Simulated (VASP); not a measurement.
Set up this calculation in VASP 6.6.1, as the native input.

- Task: single point
- Functional: PBE
- Potentials or basis: VASP PAW PBE potentials, release 64 (Y_sv, Se)
- Cutoff: 520 eV
- k mesh: 8 × 8 × 8
- Occupations: fermi-dirac, width 0.02 eV
- Spin: no spin polarisation
- Dipole correction: no
- Further INCAR settings: ALGO = Normal; EDIFF = 1e-06; NBANDS = 32

The structure of YSe2 lies in POSCAR:

```
YSe2
1.0
   -2.0149563970      2.8017447986      6.6755306718
    2.0149563970     -2.8017447986      6.6755306718
    2.0149563970      2.8017447986     -6.6755306718
Y Se
2 4
Direct
    0.8500289079      0.8500289079      0.0000000000
    0.1499710921      0.1499710921      0.0000000000
    0.7060746947      0.2060746947      0.5000000000
    0.2939253053      0.7939253053      0.5000000000
    0.7866245830      0.5000000000      0.2866245830
    0.2133754170      0.5000000000      0.7133754170
```

This cell differs from its parent crystal: biaxial xy strain -1.4%.

One way to write it, as run:

INCAR

```
SYSTEM = YSe2
PREC = Accurate ; ENCUT = 520
EDIFF = 1E-6 ; ISMEAR = -1
SIGMA = 0.02 ; LREAL = .FALSE.
LASPH = .TRUE. ; NELM = 60
ALGO = Normal ; ISIF = 2
LWAVE = .FALSE. ; LCHARG = .FALSE.
GGA = PE ; NBANDS = 32
```

KPOINTS

```
Automatic mesh
0
G
  8 8 8
  0 0 0
```

Potentials or basis: VASP PAW PBE potentials, release 64 (Y_sv, Se).

The run is started by

```console
$ cat potpaw_PBE.64/Y_sv/POTCAR potpaw_PBE.64/Se/POTCAR > POTCAR
$ mpirun -np 1 vasp_std > vasp.out
```

It gave:

```json
{
 "Pressure": "2.1 GPa",
 "Largest force": "0.318 eV/Å",
 "Band gap on the k mesh": "0.07 eV (least direct gap 0.66 eV)"
}
```

Caveat: the cell differs from its parent crystal (biaxial xy strain -1.4%); semilocal functionals underestimate gaps, and a narrow one can read as zero.

Wall time 8.7 min on 1 thread of Intel(R) Xeon(R) 6975P-C (Granite Rapids), on a shared host, peak memory 0.67 GiB.
